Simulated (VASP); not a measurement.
# NaB (Fm-3m) in VASP: notebook

The runs below take NaB through single point, with PBE.

Program: VASP 6.6.1. These are calculated values, not measurements. Logs are shortened: lines on timing, memory, paths and dates and some standing lists are left out, and cuts for length are marked.

## 1. The cell of the first run

Symmetry: Fm-3m, No. 225, cubic system. Conventional cell: a = 4.522 Å, b = 4.522 Å, c = 4.522 Å, α = 90.00°, β = 90.00°, γ = 90.00°. Within 3.0 Å of Na (site symmetry m-3m) lie 6 B at 2.26 Å. B (site symmetry m-3m) has 6 Na at 2.26 Å within 3.0 Å.

## 2. Single point, PBE

Input file INCAR:

```
SYSTEM = NaB
ALGO = Normal
EDIFF = 1E-6
ENCUT = 500
GGA = PE
GGA_COMPAT = .False.
ISIF = 2
ISMEAR = -1
LASPH = .True.
LCHARG = .False.
LREAL = .False.
LWAVE = .False.
NBANDS = 12
NELM = 120
PREC = Accurate
SIGMA = 0.1
```

Input file KPOINTS:

```
k-points
0
Gamma
  7 7 7
  0 0 0
```

Input file POSCAR:

```
NaB
1.0
    0.0000000000      2.2608415107      2.2608415107
    2.2608415107      0.0000000000      2.2608415107
    2.2608415107      2.2608415107      0.0000000000
Na B
1 1
Direct
    0.0000000000      0.0000000000      0.0000000000
    0.5000000000      0.5000000000      0.5000000000
```

Potentials or basis: VASP PAW PBE potentials, release 64 (Na_pv, B).

Launch:

```bash
cat potpaw_PBE.64/Na_pv/POTCAR potpaw_PBE.64/B/POTCAR > POTCAR
mpirun -np 1 vasp_std > vasp.out
```

OUTCAR:

```text
SYSTEM = NaB
   EDIFF = 1E-6
   ENCUT = 500
   GGA = PE
   ISIF = 2
   ISMEAR = -1
   LASPH = .True.
   LREAL = .False.
   NELM = 120
   PREC = Accurate

 ion  position               nearest neighbor table
   1  0.000  0.000  0.000-   2 2.26   2 2.26   2 2.26   2 2.26   2 2.26   2 2.26
   2  0.500  0.500  0.500-   1 2.26   1 2.26   1 2.26   1 2.26   1 2.26   1 2.26

  LATTYP: Found a face centered cubic cell.
 ALAT       =     4.5216830214

  Lattice vectors:

 A1 = (   0.0000000000,   2.2608415107,   2.2608415107)
 A2 = (   2.2608415107,   0.0000000000,   2.2608415107)
 A3 = (   2.2608415107,   2.2608415107,   0.0000000000)

Analysis of symmetry for initial positions (statically):
=====================================================================
 Subroutine PRICEL returns:
 Original cell was already a primitive cell.

 Routine SETGRP: Setting up the symmetry group for a
 face centered cubic supercell.

 Subroutine GETGRP returns: Found 48 space group operations
 (whereof 48 operations were pure point group operations)
 out of a pool of 48 trial point group operations.

The static configuration has the point symmetry O_h .

Analysis of symmetry for dynamics (positions and initial velocities):
=====================================================================
 Subroutine PRICEL returns:
 Original cell was already a primitive cell.

 Routine SETGRP: Setting up the symmetry group for a
 face centered cubic supercell.

 Subroutine GETGRP returns: Found 48 space group operations
 (whereof 48 operations were pure point group operations)
 out of a pool of 48 trial point group operations.

The dynamic configuration has the point symmetry O_h .

 Subroutine INISYM returns: Found 48 space group operations
 (whereof 48 operations are pure point group operations),
 and found     1 'primitive' translations

----------------------------------------------------------------------------------------

                                     Primitive cell

  volume of cell :      23.1122

  direct lattice vectors                    reciprocal lattice vectors
     0.000000000  2.260841511  2.260841511    -0.221156590  0.221156590  0.221156590
     2.260841511  0.000000000  2.260841511     0.221156590 -0.221156590  0.221156590
     2.260841511  2.260841511  0.000000000     0.221156590  0.221156590 -0.221156590

  length of vectors
     3.197312727  3.197312727  3.197312727     0.383054451  0.383054451  0.383054451

  position of ions in fractional coordinates (direct lattice)
     0.000000000  0.000000000  0.000000000
     0.500000000  0.500000000  0.500000000

  ion indices of the primitive-cell ions
   primitive index   ion index
                 1           1
                 2           2

----------------------------------------------------------------------------------------

 KPOINTS: k-points

Automatic generation of k-mesh.
 Grid dimensions read from file:
 generate k-points for:    7    7    7

 Generating k-lattice:

  Cartesian coordinates                     Fractional coordinates (reciprocal lattice)
    -0.031593799  0.031593799  0.031593799     0.142857143  0.000000000  0.000000000
     0.031593799 -0.031593799  0.031593799     0.000000000  0.142857143  0.000000000
     0.031593799  0.031593799 -0.031593799     0.000000000  0.000000000  0.142857143

  Length of vectors
     0.054722064  0.054722064  0.054722064

  Shift w.r.t. Gamma in fractional coordinates (k-lattice)
     0.000000000  0.000000000  0.000000000

 Subroutine IBZKPT returns following result:
 ===========================================

 Found     20 irreducible k-points:

 Following reciprocal coordinates:
            Coordinates               Weight
  0.000000  0.000000  0.000000      1.000000
  0.142857  0.000000  0.000000      8.000000
  0.285714  0.000000  0.000000      8.000000
  0.428571  0.000000  0.000000      8.000000
  0.142857  0.142857  0.000000      6.000000
  0.285714  0.142857  0.000000     24.000000
[... 12 lines left out ...]
 -0.428571  0.428571  0.142857     24.000000
 -0.285714  0.428571  0.142857     24.000000
   k-points           NKPTS =     20   k-points in BZ     NKDIM =     20   number of bands    NBANDS=     12
   number of dos      NEDOS =    301   number of ions     NIONS =      2
   total plane-waves  NPLWV =  13824
   dimension x,y,z NGX =    24 NGY =   24 NGZ =   24
   dimension x,y,z NGXF=    48 NGYF=   48 NGZF=   48
   ions per type =               1   1
   NGX,Y,Z   is equivalent  to a cutoff of  12.48, 12.48, 12.48 a.u.
   NGXF,Y,Z  is equivalent  to a cutoff of  24.96, 24.96, 24.96 a.u.
 SYSTEM =  NaB
   PREC   = accura    normal or accurate (medium, high low for compatibility)
   ISTART =      0    job   : 0-new  1-cont  2-samecut
   ICHARG =      2    charge: 1-file 2-atom 10-const
   ISPIN  =      1    spin polarized calculation?
   LNONCOLLINEAR =      F non collinear calculations
   LSORBIT =      F    spin-orbit coupling
   LASPH  =      T    aspherical Exc in radial PAW
   ENCUT  =  500.0 eV  36.75 Ry    6.06 a.u.   5.83  5.83  5.83*2*pi/ulx,y,z
   NELM   =    120;   NELMIN=  2; NELMDL= -5     # of ELM steps
   EDIFF  = 0.1E-05   stopping-criterion for ELM
   LREAL  =      F    real-space projection
   EDIFFG = 0.1E-04   stopping-criterion for IOM
   NSW    =      0    number of steps for IOM
   IBRION =     -1    ionic relax: 0-MD 1-quasi-New 2-CG
   NFREE  =      0    steps in history (QN), initial steepest desc. (CG)
   ISIF   =      2    stress and relaxation
   ISYM   =      2    0-nonsym 1-usesym 2-fastsym
   POTIM  = 0.5000    time-step for ionic-motion
   TEBEG  =    0.0;   TEEND  =   0.0 temperature during run
   PSTRESS=    0.0 pullay stress
   NELECT =      10.0000    total number of electrons
   NUPDOWN=      -1.0000    fix difference up-down
   EMIN   =  10.00;   EMAX   =-10.00  energy-range for DOS
   EFERMI =   0.00;   METHOD = LEGACY
   ISMEAR =    -1;   SIGMA  =   0.10  broadening in eV -4-tet -1-fermi 0-gaus
   EFERMI_NEDOS =   21; number of points for ismear=-14 and -15
   IALGO  =     38    algorithm
   IMIX   =      4    mixing-type and parameters
     AMIX     =   0.40;   BMIX     =  1.00
     AMIX_MAG =   1.60;   BMIX_MAG =  1.00
  volume/ion in A,a.u.               =      11.56        77.98
  Fermi-wavevector in a.u.,A,eV,Ry     =   1.238211  2.339880 20.860002  1.533167
  Thomas-Fermi vector in A             =   2.372746
   LORBIT       =      0    0 simple, 1 ext, 2 COOP (PROOUT), +10 PAW based schemes
   GGA     = PE    functional components
   LHFCALC =     F    Hartree Fock is set to
   AEXX    =    0.0000 exact exchange contribution
   IVDW    =     0    specifies the selected vdW correction
   LEPSILON=     F    determine dielectric tensor
   LRPA    =     F    only Hartree local field effects (RPA)
 non-spin polarized calculation
  energy-cutoff  :      500.00
  volume of cell :       23.11
 maximum number of plane-waves:       598
   NGX = 11   NGY = 11   NGZ = 11

 number of electron      10.0000000 magnetization

 number of electron       9.9999996 magnetization

 Free energy of the ion-electron system (eV)
  ---------------------------------------------------
  ext. energy  EPLUGINS =         0.00000000
  ---------------------------------------------------
  free energy    TOTEN  =        -3.05728780 eV

  energy without entropy =       -3.03387935  energy(sigma->0) =       -3.04558357

 E-fermi :   3.7316     XC(G=0): -10.3319

 val. band max:        3.6544889869   @ k =   0.2857   0.0000   0.0000
 cond. band min:       3.9958500341   @ k =  -0.4286   0.4286   0.1429
 fundamental gap:      0.3413610472
 Fermi energy:         3.7315913159

 k-point     1 :       0.0000    0.0000    0.0000
  band No.  band energies     occupation
      1     -19.0948      2.00000
      2     -19.0948      2.00000
      3     -19.0948      2.00000
      4      -5.4118      2.00000
      5       7.4833      0.00000
      6       7.4833      0.00000
      7       7.4833      0.00000
      8      16.0560      0.00000
      9      16.0560      0.00000
     10      16.0560      0.00000
     11      17.8118      0.00000
     12      19.1450      0.00000

 k-point     2 :       0.1429    0.0000    0.0000
  band No.  band energies     occupation
      1     -19.1472      2.00000
      2     -19.0988      2.00000
      3     -19.0988      2.00000
      4      -4.9949      2.00000
      5       6.2586      0.00000
      6       7.1789      0.00000
      7       7.1789      0.00000
      8      14.8216      0.00000
      9      16.6803      0.00000
     10      16.6803      0.00000
     11      18.2772      0.00000
     12      20.9062      0.00000

 k-point     3 :       0.2857    0.0000    0.0000
  band No.  band energies     occupation
      1     -19.2611      2.00000
      2     -19.1076      2.00000
      3     -19.1076      2.00000
      4      -3.8192      2.00000
      5       3.6545      1.36748
      6       6.5942      0.00000
      7       6.5942      0.00000
      8      14.0249      0.00000
      9      17.5647      0.00000
     10      17.5647      0.00000
     11      19.2483      0.00000
     12      21.4855      0.00000
[... 226 lines left out ...]
 k-point    19 :      -0.4286    0.4286    0.1429
  band No.  band energies     occupation
      1     -19.2970      2.00000
      2     -19.2024      2.00000
      3     -19.1732      2.00000
      4      -1.1514      2.00000
      5       2.1246      2.00000
      6       3.9959      0.13289
      7       4.8547      0.00003
      8      12.5696      0.00000
      9      15.9999      0.00000
     10      18.6107      0.00000
     11      21.8600      0.00000
     12      24.0476      0.00000

 k-point    20 :      -0.2857    0.4286    0.1429
  band No.  band energies     occupation
      1     -19.2629      2.00000
      2     -19.2511      2.00000
      3     -19.1674      2.00000
      4      -0.7339      2.00000
      5       2.4136      2.00000
      6       2.7007      1.99993
      7       4.8515      0.00003
      8      14.3445      0.00000
      9      16.7766      0.00000
     10      17.1567      0.00000
     11      20.8158      0.00000
     12      24.4406      0.00000

------------------------ aborting loop because EDIFF is reached ----------------------------------------

  FORCE on cell =-STRESS in cart. coord.  units (eV):
  Direction    XX          YY          ZZ          XY          YZ          ZX
  --------------------------------------------------------------------------------------
  -------------------------------------------------------------------------------------
  Total        5.8192508      5.8192508      5.8192508      0.0000000      0.0000000      0.0000000
  in kB      403.4013133    403.4013133    403.4013133      0.0000000      0.0000000      0.0000000
  external PRESSURE =     403.4013133 kB  Pullay stress =       0.0000000 kB

 VOLUME and BASIS-vectors are now :
 -----------------------------------------------------------------------------
  energy-cutoff  :      500.00
  volume of cell :       23.11
      direct lattice vectors                 reciprocal lattice vectors
     0.000000000  2.260841511  2.260841511    -0.221156590  0.221156590  0.221156590
     2.260841511  0.000000000  2.260841511     0.221156590 -0.221156590  0.221156590
     2.260841511  2.260841511  0.000000000     0.221156590  0.221156590 -0.221156590

 POSITION                                       TOTAL-FORCE (eV/Angst)
 -----------------------------------------------------------------------------------
      0.00000      0.00000      0.00000        -0.000000     -0.000000      0.000000
      2.26084      2.26084      2.26084         0.000000      0.000000     -0.000000
 -----------------------------------------------------------------------------------
    total drift:                                0.000000     -0.000000     -0.000000

  FREE ENERGIE OF THE ION-ELECTRON SYSTEM (eV)
  ---------------------------------------------------
  free  energy   TOTEN  =        -3.0572878014 eV

  energy  without entropy=       -3.0338793458  energy(sigma->0) =       -3.04558357
```

It took 3.6 s on 1 thread of Intel Xeon Platinum 8259CL at 2.50GHz (Skylake/Cascade Lake), shared host; peak memory 0.13 GiB.

Results:

```
Free energy            : -3.0573 eV
Pressure               : 40.3 GPa
Band gap on the k mesh : zero (bands 5 and 6 overlap by 4.78 eV)
```

Levels at points of the mesh, in eV from the Fermi level:
```
           k point  band 1  band 2  band 3  band 4  band 5  band 6  band 7  band 8  band 9  band 10
(0.00, 0.00, 0.00)  -22.83  -22.83  -22.83   -9.14    3.75    3.75    3.75   12.32   12.32    12.32
```

Caveat: the cell stands under pressure.

(Part 1 of 2 ends here.)
